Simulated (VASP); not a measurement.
# H2CO in VASP: a series of runs, part 2 of 2

VASP 6.6.1.

### 3 Single point, PBE+D3(BJ)

This run uses another cell than the first one, of 13.91 Å³/atom.

Input file INCAR:

```
SYSTEM = H2CO
PREC = Accurate
ENCUT = 520
EDIFF = 1E-7
ISMEAR = -1
SIGMA = 0.02
LREAL = Auto
LASPH = .TRUE.
NELM = 80
ALGO = Normal
ISIF = 2
LWAVE = .FALSE.
LCHARG = .FALSE.
GGA = PE
IVDW = 12
NBANDS = 86
```

Input file KPOINTS:

```
regular mesh
0
G
  1 1 1
  0 0 0
```

Input file POSCAR:

```
H2CO
1.0
    8.2625860000     -0.0036300000      0.0580830000
   -0.0036300000      8.1552410000      0.1769840000
    0.0580830000      0.1769840000      8.2602630000
O C H
10 10 20
Direct
    0.5253314581      0.4195889912      0.4670343589
   -0.0104358356      0.7557217223      0.6795492457
    0.3836693559      0.6707054126      0.0832190459
    0.6623593292      0.8678506236      0.3382982489
    0.0891847724      0.0855214159      0.2688151647
    0.4977762320      0.4967653979      0.8089171175
    0.4453900934      0.1393339193      0.9577988658
    0.8755298630      0.4293989803      0.4651607158
    0.7727216466      0.4599507333     -0.0277092766
    0.5142913401      0.0272762212      0.5685413360
    0.5403718201      0.3629426868      0.3400107884
   -0.0681683211      0.8938512076      0.6971281736
    0.2902791829      0.7328486173     -0.0051042885
    0.6698091561      0.8576477495      0.1955392395
    0.1914530681      0.1191602196      0.3690427749
    0.5244751040      0.6104134984      0.7126895947
    0.3245353098      0.1677495503      0.8833569862
    1.0236734430      0.4514128664      0.4347015489
    0.8400724468      0.3297661591      0.0176680498
    0.6005729018      0.0460865073      0.6900821862
    0.5102106830      0.2271938186      0.3058565765
    0.5893645895      0.4399117050      0.2155755335
   -0.0114896008      0.9923832334      0.7770977021
   -0.1925958461      0.9328192332      0.6426299581
    0.3219299876      0.7861457157     -0.1380868712
    0.1586003637      0.7392355575      0.0470753957
    0.5571278061      0.8669032210      0.1193197294
    0.7800218014      0.7918530513      0.1270115338
    0.2939908035      0.0300211524      0.3595661383
    0.1810466568      0.2249334260      0.4614592356
    0.4298414239      0.6705277005      0.6392969384
    0.6500066813      0.6725962065      0.7163097464
    0.3136525267      0.1464746010      0.7498016055
    0.2050217029      0.1790910339      0.9476206117
    1.0795890725      0.4254582326      0.3158731057
    1.0959561518      0.5287023610      0.5197257908
    0.9065479056      0.2573652615     -0.0722379609
    0.8163825300      0.2711391731      0.1455395256
    0.6031626590     -0.0401006976      0.8069674882
    0.6823911062      0.1599437927      0.6949605824
```

Potentials or basis: VASP PAW PBE potentials, release 64 (O, C, H).

Command:

```console
$ cat potpaw_PBE.64/O/POTCAR potpaw_PBE.64/C/POTCAR potpaw_PBE.64/H/POTCAR > POTCAR
$ mpirun -np 1 vasp_gam > vasp.out
```

Wall time 1.7 min (1 thread of Intel Xeon Platinum 8488C (Sapphire Rapids), shared host); peak memory 0.52 GiB.

Results (log left out):

| Property | Result |
| --- | --- |
| Free energy | -221.4563 eV |
| Pressure | -1.8 GPa |
| Largest force | 6.470 eV/Å |
| Band gap on the k mesh | 2.14 eV |
| Dispersion energy per atom | -0.040 eV |

Forces on the atoms (eV/Å):
```
O   -0.642  1.081  3.067
O   -0.535  2.160  0.344
O    2.984 -1.518  2.016
O    0.421  0.586  2.016
O   -0.413  1.233  0.622
O   -0.575 -0.490 -0.164
O    1.494  0.132  0.706
O    2.699 -0.234 -0.623
O    1.418 -1.527  0.849
O    1.008  0.208  2.612
C    1.024 -1.330 -6.248
C   -0.180 -0.928  0.071
C   -3.636  1.661 -2.174
C    0.216 -2.454 -3.036
C   -0.112 -1.235 -0.884
C    1.420  0.760  1.020
C   -2.161 -1.041 -0.831
C   -2.516  1.407  0.976
C   -2.013  1.178  0.130
C   -0.414  0.166 -0.923
H    0.165  1.153  0.862
H   -0.701 -0.887  2.102
H   -0.231 -0.891 -0.707
H    1.331 -0.473  0.216
H   -0.489 -0.481  1.460
H    0.674  0.342 -1.173
H    0.677  0.600  0.126
H   -0.915  1.213  0.808
H    0.469  0.928  1.164
H    0.211 -1.190 -0.967
H   -0.111  0.041 -0.463
H   -0.911 -0.481 -0.544
H    0.291  0.557  0.227
H    0.155  0.585  0.051
H   -0.023 -0.280 -0.041
H   -0.133 -0.762 -0.391
H    0.358 -0.091  0.094
H    0.492  0.475 -0.950
H   -0.187  0.603 -1.410
H   -0.612 -0.778 -0.008
```

Stress tensor (GPa, compression positive):
```
-1.11 -0.97  0.67
-0.97 -2.84  0.17
 0.67  0.17 -1.36
```

Levels at points of the mesh, in eV from the valence-band top:
```
           k point  band 56  band 57  band 58  band 59  band 60  band 61  band 62  band 63  band 64  band 65
(0.00, 0.00, 0.00)    -0.65    -0.59    -0.26    -0.14     0.00     2.14     2.34     2.51     2.58     2.78
```

Caveat: the k points lie up to 0.77 Å⁻¹ apart; the atoms stand as in a frame of molecular dynamics.

### 4 Single point, PBE+D3(BJ)

This run uses another cell than the first one, of 14.88 Å³/atom.

Input file INCAR:

```
PREC     = Accurate       # precision mode
ENCUT    = 520            # plane-wave cutoff, eV
EDIFF    = 1E-6           # SCF threshold, eV
ISMEAR   = -1             # smearing method
SIGMA    = 0.02           # smearing width, eV
LREAL    = Auto         
LASPH    = True           # aspherical terms in the spheres
NELM     = 60             # most SCF steps
ALGO     = Normal         # electronic algorithm
ISIF     = 2              # what is computed and relaxed
LWAVE    = False          # write WAVECAR
LCHARG   = False          # write CHGCAR
GGA      = PE             # functional
IVDW     = 12             # dispersion correction
NBANDS   = 86             # bands
```

Input file KPOINTS:

```
Automatic mesh
0
Gamma
  1 1 1
```

Input file POSCAR:

```
H2CO
1.0
    8.5534570000     -0.0435050000      0.0499380000
   -0.0435050000      8.2802610000      0.3225680000
    0.0499380000      0.3225680000      8.4146890000
O C H
10 10 20
Direct
    0.5021162802      0.3895994973      0.4769817383
   -0.0393595030      0.7628278571      0.6797757681
    0.3367150959      0.6402231320      0.0996197989
    0.6558613115      0.8527314049      0.3267362269
    0.1051607991      0.1163966000      0.2758512717
    0.4892343090      0.4931919671      0.8132422566
    0.4664014500      0.1368607414      0.9673871427
    0.8542487025      0.4113241461      0.4708861517
    0.7741484270      0.4325756928     -0.0045271430
    0.5499686970      0.0362231138      0.5595395440
    0.5263978613      0.3900658310      0.3253703124
   -0.0471918789      0.8993878843      0.7145175439
    0.2996627186      0.7564360191      0.0091427490
    0.6778042088      0.8794836579      0.1820814208
    0.1844407823      0.1159060809      0.3912089684
    0.5345043310      0.5996527005      0.7194537018
    0.3548751014      0.1858724228      0.8806411920
    0.9946983058      0.4205598289      0.4623186446
    0.8456731621      0.3090826920      0.0043576878
    0.6072459976      0.0365121068      0.6875711880
    0.4912273108      0.2689648305      0.2665231767
    0.5743505910      0.4934732851      0.2740492714
   -0.0050943904      0.9420241568      0.8381875498
   -0.1046423386      0.9934499847      0.6442746077
    0.3879026354      0.8135952747     -0.0883705723
    0.1845477072      0.7959714216      0.0362020684
    0.5891406813      0.9451511743      0.1027137151
    0.7596755607      0.8105019062      0.1103096434
    0.1548749850      0.0096870066      0.4706818202
    0.2853292180      0.2028535936      0.4179972845
    0.5006200675      0.7221497529      0.7446214154
    0.6124425889      0.5766256045      0.6244692910
    0.3875289872      0.2282855809      0.7533148229
    0.2333765812      0.1453148907      0.9300607196
    1.0802926394      0.4103634604      0.3567668663
    1.0698322931      0.4734932560      0.5573873191
    0.9298732121      0.2954625357     -0.0956473576
    0.8392677915      0.2053960503      0.0920098713
    0.6081966306     -0.0770949238      0.7782101314
    0.6616220707      0.1589456428      0.7200728558
```

Command:

```console
$ cat potpaw_PBE.64/O/POTCAR potpaw_PBE.64/C/POTCAR potpaw_PBE.64/H/POTCAR > POTCAR
$ mpirun -np 1 vasp_gam > vasp.out
```

Run time: 88 s. Hardware: 1 thread of Intel Xeon Platinum 8488C (Sapphire Rapids), shared host; peak memory 0.52 GiB.

The run converged. Its results:

| Quantity | Value |
| --- | --- |
| Free energy | -221.0896 eV |
| Pressure | 0.2 GPa |
| Largest force | 7.396 eV/Å |
| Band gap on the k mesh | 2.06 eV |
| Dispersion energy per atom | -0.037 eV |

Forces in eV/Å, atoms in the order of the input:
```
O    0.125 -0.311 -3.875
O    0.363 -1.495 -0.455
O    0.483  0.312 -0.466
O    0.738  0.366 -1.318
O   -1.111  1.104 -2.951
O   -0.866 -1.807  1.060
O   -1.758  1.073 -1.014
O   -0.412 -0.638 -0.336
O   -1.194  1.301  0.967
O   -1.241 -0.678 -1.536
C   -2.481 -4.262  5.513
C    0.433  1.025  2.684
C    1.968 -1.279  0.427
C   -1.828 -1.071  0.274
C    1.450 -0.567  1.628
C    0.271  0.828  0.476
C    1.787 -2.372  1.106
C    2.502  1.870  0.052
C    1.319 -0.540 -1.712
C    1.362  1.102  1.840
H    0.717  1.977  0.335
H    1.444  2.584 -2.235
H   -0.156 -0.561 -1.135
H   -0.554  1.005 -1.083
H   -1.337 -0.362  0.984
H   -1.275  1.335 -0.670
H    0.496  0.371  0.621
H    0.772  0.068  0.338
H    0.673 -0.307  1.532
H   -0.897 -0.507 -0.279
H   -0.078  0.935 -0.502
H    0.784  0.081 -1.184
H   -0.908  0.349  0.749
H    0.602  1.064 -0.718
H   -1.383 -0.465  0.075
H   -0.687 -0.531  0.215
H    0.403 -0.458 -0.033
H   -0.433 -0.249  0.895
H    0.100  0.947 -0.535
H   -0.194 -1.237  0.264
```

Stress tensor (GPa, compression positive):
```
-0.08 -1.28  0.36
-1.28  1.18 -0.50
 0.36 -0.50 -0.64
```

Levels at points of the mesh, in eV from the valence-band top:
```
           k point  band 58  band 59  band 60  band 61  band 62  band 63
(0.00, 0.00, 0.00)    -0.49    -0.38     0.00     2.06     2.25     2.42
```

Caveat: the k points lie up to 0.76 Å⁻¹ apart; the atoms stand as in a frame of molecular dynamics.

### 5 Overview

```tsv
cell	gap on the mesh (eV)	pressure (GPa)	largest force (eV/Å)
a = 8.005, b = 7.950, c = 8.015 Å, angles 89.5, 89.7, 90.2°, 40 atoms, atomic positions A	2.14	0.9	6.53
a = 8.263, b = 8.157 Å, angles 87.5, 89.2, 90.0°, 40 atoms, atomic positions B	2.14	-1.8	6.47
a = 8.554, b = 8.287, c = 8.421 Å, angles 85.6, 89.3, 90.6°, 40 atoms, atomic positions C	2.06	0.2	7.40
```

Alike in all rows: task single point; level PBE+D3(BJ); potentials or basis VASP PAW PBE potentials, release 64 (O, C, H); no spin polarisation; k mesh 1 × 1 × 1; cutoff (eV) 520; smearing fermi-dirac 0.02 eV.

Caveats: all runs use coarse meshes; the atoms stand as in a frame of molecular dynamics.

Absolute energies hang on the potentials; compare differences alone.
